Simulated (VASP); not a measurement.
# AlCr2C (P6_3/mmc) in VASP: further runs, part 2 of 2

VASP 6.6.1. The steps go on from the part before.

### Step 3. Relaxation of cell and atoms, PBEsol

This run uses another cell than the first one, of 10.89 Å³/atom, 1.009 times its volume.

Input file INCAR:

```
SYSTEM = AlCr2C
PREC = Accurate ; ENCUT = 600
EDIFF = 1E-6 ; ISMEAR = 0
SIGMA = 0.1 ; LREAL = .False.
LASPH = .True. ; NELM = 100
ALGO = Normal ; ISIF = 3
LWAVE = .False. ; LCHARG = .False.
GGA = PS ; IBRION = 2
NSW = 100 ; EDIFFG = -0.005
```

Input file KPOINTS:

```
regular mesh
0
Gamma
  15 15 4
  0 0 0
```

Input file POSCAR:

```
AlCr2C
1.0
    2.8251010646      0.0000000000      0.0000000000
   -1.4125505323      2.4466092902      0.0000000000
    0.0000000000      0.0000000000     12.6013736800
Al Cr C
2 4 2
Direct
    0.6666666700      0.3333333300      0.2500000000
    0.3333333300      0.6666666700      0.7500000000
    0.3333333300      0.6666666700      0.4149411600
    0.6666666700      0.3333333300      0.9149411600
    0.6666666700      0.3333333300      0.5850588400
    0.3333333300      0.6666666700      0.0850588400
    0.0000000000      0.0000000000      0.5000000000
    0.0000000000      0.0000000000      0.0000000000
```

Potentials or basis: VASP PAW PBE potentials, release 64 (Al, Cr_pv, C).

The run is started by

```
cat potpaw_PBE.64/Al/POTCAR potpaw_PBE.64/Cr_pv/POTCAR potpaw_PBE.64/C/POTCAR > POTCAR
mpirun -np 1 vasp_std > vasp.out
```

OUTCAR:

```text
SYSTEM = AlCr2C
   PREC = Accurate
   ENCUT = 600
   EDIFF = 1E-6
   ISMEAR = 0
   LREAL = .False.
   LASPH = .True.
   NELM = 100
   ISIF = 3
   GGA = PS
   IBRION = 2
   NSW = 100
   EDIFFG = -0.005

 ion  position               nearest neighbor table
   1  0.667  0.333  0.250-   3 2.64   6 2.64   3 2.64   6 2.64   3 2.64   6 2.64
   2  0.333  0.667  0.750-   4 2.64   5 2.64   4 2.64   5 2.64   4 2.64   5 2.64
   3  0.333  0.667  0.415-   7 1.95   7 1.95   7 1.95   1 2.64   1 2.64   1 2.64   5 2.69   5 2.69
                             5 2.69
   4  0.667  0.333  0.915-   8 1.95   8 1.95   8 1.95   2 2.64   2 2.64   2 2.64   6 2.69   6 2.69
                             6 2.69
   5  0.667  0.333  0.585-   7 1.95   7 1.95   7 1.95   2 2.64   2 2.64   2 2.64   3 2.69   3 2.69
                             3 2.69
   6  0.333  0.667  0.085-   8 1.95   8 1.95   8 1.95   1 2.64   1 2.64   1 2.64   4 2.69   4 2.69
                             4 2.69
   7  0.000  0.000  0.500-   3 1.95   5 1.95   3 1.95   5 1.95   5 1.95   3 1.95
   8  0.000  0.000  0.000-   4 1.95   6 1.95   6 1.95   4 1.95   4 1.95   6 1.95

  LATTYP: Found a hexagonal cell.
 ALAT       =     2.8251010646
 C/A-ratio  =     4.4605036747

  Lattice vectors:

 A1 = (   2.8251010646,   0.0000000000,   0.0000000000)
 A2 = (  -1.4125505323,   2.4466092902,   0.0000000000)
 A3 = (   0.0000000000,   0.0000000000,  12.6013736800)

Analysis of symmetry for initial positions (statically):
[... 312 lines left out ...]

[... ionic steps 4 to 7 ...]

--------------------------------------- Ionic step        8  -------------------------------------------

 number of electron      61.9999988 magnetization

------------------------ aborting loop because EDIFF is reached ----------------------------------------
[... 79 lines left out ...]
--------------------------------------- Ionic step       10  -------------------------------------------

 number of electron      61.9999988 magnetization

 Free energy of the ion-electron system (eV)
  ---------------------------------------------------
  ext. energy  EPLUGINS =         0.00000000
  ---------------------------------------------------
  free energy    TOTEN  =       -70.27605774 eV

  energy without entropy =      -70.24435504  energy(sigma->0) =      -70.26020639

 E-fermi :  10.2002     XC(G=0): -12.7236

 val. band max:       10.1997006977   @ k =   0.4000   0.0667   0.5000
 cond. band min:      10.2081278989   @ k =   0.2667   0.2000   0.0000
 fundamental gap:      0.0084272012
 Fermi energy:        10.2001751021

 k-point     1 :       0.0000    0.0000    0.0000
  band No.  band energies     occupation
      1     -33.0782      2.00000
      2     -33.0766      2.00000
      3     -32.8317      2.00000
      4     -32.8317      2.00000
      5     -32.8317      2.00000
      6     -32.8317      2.00000
[... 949 lines left out ...]
     36      11.7222      0.00000
     37      11.7494      0.00000

 [... further k-points ...]

------------------------ aborting loop because EDIFF is reached ----------------------------------------

  FORCE on cell =-STRESS in cart. coord.  units (eV):
  Direction    XX          YY          ZZ          XY          YZ          ZX
  --------------------------------------------------------------------------------------
  -------------------------------------------------------------------------------------
  Total        0.0072302      0.0072302      0.0175518      0.0000000      0.0000000      0.0000000
  in kB        0.1342718      0.1342718      0.3259528      0.0000000      0.0000000      0.0000000
  external PRESSURE =       0.1981655 kB  Pullay stress =       0.0000000 kB
[... 23 lines left out ...]
  FREE ENERGIE OF THE ION-ELECTRON SYSTEM (eV)
  ---------------------------------------------------
  free  energy   TOTEN  =       -70.2760577415 eV

  energy  without entropy=      -70.2443550359  energy(sigma->0) =      -70.26020639

 reached required accuracy - stopping structural energy minimisation
```

OSZICAR:

```text
N       E                     dE             d eps       ncg     rms          rms(c)
DAV:   1     0.792044318455E+03    0.79204E+03   -0.36877E+04  5994   0.209E+03
DAV:   2    -0.699481461169E+01   -0.79904E+03   -0.78174E+03  5999   0.591E+02
[... 80 lines left out ...]
   9 F= -.70276040E+02 E0= -.70260172E+02  d E =0.134597E-04
       N       E                     dE             d eps       ncg     rms          rms(c)
DAV:   1    -0.702761866133E+02   -0.14597E-03   -0.48520E-03  6737   0.971E-01    0.117E-01
DAV:   2    -0.702761323910E+02    0.54222E-04   -0.28571E-03  7375   0.378E-01    0.570E-02
DAV:   3    -0.702760634274E+02    0.68964E-04   -0.70408E-04  7338   0.174E-01    0.257E-02
DAV:   4    -0.702760577296E+02    0.56978E-05   -0.29225E-05  6478   0.447E-02    0.453E-03
DAV:   5    -0.702760577415E+02   -0.11890E-07   -0.16755E-06  4005   0.854E-03
  10 F= -.70276058E+02 E0= -.70260206E+02  d E =-.424083E-05
```

Run time: 14 min. Hardware: 1 thread of Intel Xeon 6975P-C (Granite Rapids), shared host; peak memory 0.44 GiB.

What came out:

| Property | Result |
| --- | --- |
| Free energy | -70.2761 eV |
| Relaxed volume | 10.78 Å³/atom |
| Relaxed cell | a = 2.813 Å, b = 2.813 Å, c = 12.586 Å, α = 90.00°, β = 90.00°, γ = 120.00° |
| Space group after relaxing (to 0.05 Å) | P6_3/mmc (No. 194) |
| Energy gained by relaxing | 1.6 meV/atom |
| Ionic steps | 10 |
| Pressure after relaxing | 0.0 GPa |
| Band gap on the k mesh | zero (band 31 reaches 10.60 eV, above the bottom of band 32 at 9.74 eV) |

The path:
| step | energy change (eV) | largest force (eV/Å) | pressure (GPa) | volume (Å³) |
| --- | --- | --- | --- | --- |
| 1 | 0.0000 | 0.3088 | -2.93 | 87.10 |
| 2 | 0.0204 | 0.4174 | 5.52 | 84.61 |
| 3 | -0.0126 | 0.0442 | 0.18 | 86.14 |
| 4 | -0.0126 | 0.0385 | 0.25 | 86.12 |
| 5 | -0.0131 | 0.0022 | 0.06 | 86.23 |
| 6 | -0.0132 | 0.0013 | 0.06 | 86.24 |
| 7 | -0.0131 | 0.0130 | 0.02 | 86.28 |
| 8 | -0.0132 | 0.0066 | 0.07 | 86.26 |
| 9 | -0.0131 | 0.0092 | -0.16 | 86.31 |
| 10 | -0.0132 | 0.0007 | 0.02 | 86.27 |

Final structure:
```
Al Cr C
1.0
     2.81339    0.00000    0.00000
    -1.40670    2.43647    0.00000
     0.00000    0.00000   12.58593
Al Cr C
2 4 2
Direct
  0.66667 0.33333 0.25000
  0.33333 0.66667 0.75000
  0.33333 0.66667 0.41560
  0.66667 0.33333 0.91560
  0.66667 0.33333 0.58440
  0.33333 0.66667 0.08440
  0.00000 0.00000 0.50000
  0.00000 0.00000 0.00000
```

Caveat: the PAW data sets were made with another functional, which shifts forces and pressure a little. Spin polarisation is off, so any magnetic state and its effect on volume and gap are missing.
